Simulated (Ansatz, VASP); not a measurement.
# One calculation of As, two programs

```xyz
2
Lattice="3.6116 0.0000 0.0000 -1.8058 3.1278 0.0000 0.0000 0.0000 5.4073" Properties=species:S:1:pos:R:3 pbc="T T T"
As    0.0000    2.0852    4.7126
As    1.8058    1.0426    0.6947
```

Alike in both runs: functional PBE; k mesh 18 × 18 × 12; occupations gaussian, width 0.1 eV; no spin polarisation.

Ansatz relaxed the structure, and its values are those at the end. VASP's run is a single point on that final structure, the one shown.

|  | VASP | Ansatz |
| --- | --- | --- |
| version | VASP 6.6.1 | Ansatz 0.2.0 |
| potentials or method | VASP PAW PBE potentials, release 64 (As), cutoff 520 eV | scalar-relativistic, plane waves, PAW |
| valence electrons in the cell | 10 | 30 |

|  | VASP | Ansatz | Ansatz less VASP |
| --- | --- | --- | --- |
| gap on the k mesh at the Fermi level (eV) | 0.78 | 0.80 | +0.024 |
| least direct gap on the mesh (eV) | 1.18 | 1.22 | +0.040 |
| pressure (GPa) | 0.2 | 0.0 | -0.24 |
| rms of the force components (eV/Å) | 0.050 | 0.001 | -0.0493 |

The functional is the same, so the differences come from potentials, cutoffs and numerics. VASP's potentials hold 10 valence electrons a cell and Ansatz's 30, so a difference there can come from the potentials and not from the codes.
